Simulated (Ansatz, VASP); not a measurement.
# MoSe in VASP and in Ansatz

```
Mo Se
1.0
     0.00000    2.68254    2.68254
     5.33734    2.68254    2.68254
     5.33734    5.36509    0.00000
Mo Se
2 2
Direct
  0.50000 0.50000 0.00000
  0.50000 0.50000 0.50000
  0.00000 0.00000 0.00000
  0.00000 0.00000 0.50000
```

Alike in both runs: task single point; functional PBE; k mesh 12 × 12 × 6; occupations gaussian, width 0.05 eV; collinear spin.

```csv
,VASP,Ansatz
version,VASP 6.6.1,Ansatz 0.2.0
potentials or method,"VASP PAW PBE potentials, release 64 (Mo_sv, Se), cutoff 520 eV","scalar-relativistic, plane waves, PAW"
valence electrons in the cell,40,60
```

|  | VASP | Ansatz | Ansatz less VASP |
| --- | --- | --- | --- |
| pressure (GPa) | 0.2 | 0.0 | -0.16 |
| net moment per atom (μB) | 0.00 | 0.00 | 0.000 |
| size of the moment on the site where the two differ most (μB) | 2.30 | 2.03 | -0.269 |

Site moments also hang on the region over which each program counts them. The functional is the same, so the differences come from potentials, cutoffs and numerics. VASP's potentials hold 40 valence electrons a cell and Ansatz's 60, so a difference there can come from the potentials and not from the codes.
